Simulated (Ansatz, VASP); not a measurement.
## One calculation of HgSe, two programs

```xyz
2
Lattice="0.0000 3.1308 3.1308 3.1308 0.0000 3.1308 3.1308 3.1308 0.0000" Properties=species:S:1:pos:R:3 pbc="T T T"
Hg    0.0000    0.0000    0.0000
Se    1.5654    1.5654    1.5654
```

Alike in both runs: task electric field gradients; functional PBE; k mesh 11 × 11 × 11; occupations fermi-dirac, width 0.03 eV; non-collinear spin, spin-orbit coupling.

```csv
,VASP,Ansatz
version,VASP 6.6.1,Ansatz 0.2.0
potentials or method,"VASP PAW PBE potentials, release 64 (Hg, Se)","PAW with Ansatz's default frozen-core files, fully relativistic files with spin-orbit coupling"
plane-wave cutoff (eV),400,420
valence electrons in the cell,18,36
```

Ansatz gave:

| Item | Value |
| --- | --- |
| pressure (GPa) | -0.5 |
| net moment per atom (μB) | 0.00 |

Problem. What did VASP give for the same quantities?

Solution. Pressure (GPa): -0.2; net moment per atom (μB): 0.00.

VASP's potentials hold 18 valence electrons a cell and Ansatz's 36, so a difference there can come from the potentials and not from the codes.
